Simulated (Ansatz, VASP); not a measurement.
Mg in VASP and in Ansatz

```
Mg
1.0
     3.15068    0.00000    0.00000
    -1.57534    2.72857    0.00000
     0.00000    0.00000    5.02416
Mg
2
Direct
  0.33333 0.66667 0.25000
  0.66667 0.33333 0.75000
```

Alike in both runs: functional LDA; k mesh 12 × 12 × 8; occupations gaussian, width 0.1 eV; no spin polarisation.

Ansatz relaxed the structure, and its values are those at the end. VASP's run is a single point on that final structure, the one shown.

```csv
,VASP,Ansatz
version,VASP 6.6.1,Ansatz 0.2.0
potentials or method,"VASP PAW LDA potentials, release 64 (Mg), cutoff 520 eV","scalar-relativistic, plane waves, PAW"
valence electrons in the cell,4,20
```

|  | VASP | Ansatz | Ansatz less VASP |
| --- | --- | --- | --- |
| gap on the k mesh at the Fermi level (eV) | none | none | - |
| pressure (GPa) | -0.3 | 0.0 | +0.33 |

Ansatz warns that its potentials were made for another functional, while VASP's fit it. LDA's correlation is that of Perdew and Zunger in VASP and of Perdew and Wang (1992) in Ansatz. A gap of «none» marks a metal or a gap that the smearing closes. VASP's potentials hold 4 valence electrons a cell and Ansatz's 20, so a difference there can come from the potentials and not from the codes.
